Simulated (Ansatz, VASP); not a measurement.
**Cu in VASP and in Ansatz**

Contents of INCAR:

```
SYSTEM = Cu
ALGO = Normal ; EDIFF = 1E-8
ENCUT = 520 ; GGA = PE
ISIF = 2 ; ISMEAR = -1
LASPH = .True. ; LCHARG = .False.
LEFG = .True. ; LREAL = .False.
LWAVE = .False. ; NBANDS = 12
NELM = 60 ; PREC = Accurate
SIGMA = 0.08
```

File KPOINTS:

```
k-points
0
Gamma
  19 19 19
  0 0 0
```

The input POSCAR:

```
Cu
1.0
    0.0000000000      1.8075000000      1.8617250000
    1.8075000000      0.0000000000      1.8617250000
    1.8075000000      1.8075000000      0.0000000000
Cu
1
Direct
    0.0000000000      0.0000000000      0.0000000000
```

Input for Ansatz:

```yaml
crystal:
  lattice:
    - [0.0, 1.8075, 1.861725]
    - [1.8075, 0.0, 1.861725]
    - [1.8075, 1.8075, 0.0]
  atoms:
    - { symbol: Cu, position: [0.0, 0.0, 0.0] }
kpoints:
  mp_grid: { grid: [19, 19, 19] }
scf:
  occupations: { method: fermi_dirac, width: 0.08 }
hamiltonian:
  xc: pbe
  pseudopotentials: { kind: all_electron, datasets: crystal }
output:
  forces: true
  stress: true
  eigenvalues: true
  efg: { contact_densities: true }
```

Change from the starting cell: zz strain of +3 %, crystal datasets.

Alike in both runs: task electric field gradients; functional PBE; k mesh 19 × 19 × 19; occupations fermi-dirac, width 0.08 eV; no spin polarisation.

```csv
,VASP,Ansatz
version,VASP 6.6.1,Ansatz 0.2.0
potentials or method,"VASP PAW PBE potentials, release 64 (Cu), cutoff 520 eV","all-electron PAW with datasets made for the crystal, scalar-relativistic"
```

Ansatz gave:

* pressure (GPa): -2.4
* traceless stress, the component that is largest in VASP (GPa): -1.03
* size of Vzz on the site where it differs most (V/Å²): 0.1

Q: Estimate VASP's values.

A: Pressure (GPa): -1.8; traceless stress, the component that is largest in VASP (GPa): -1.00; size of Vzz on the site where it differs most (V/Å²): 0.4.

Ansatz ran all-electron here, and VASP with PAW potentials.
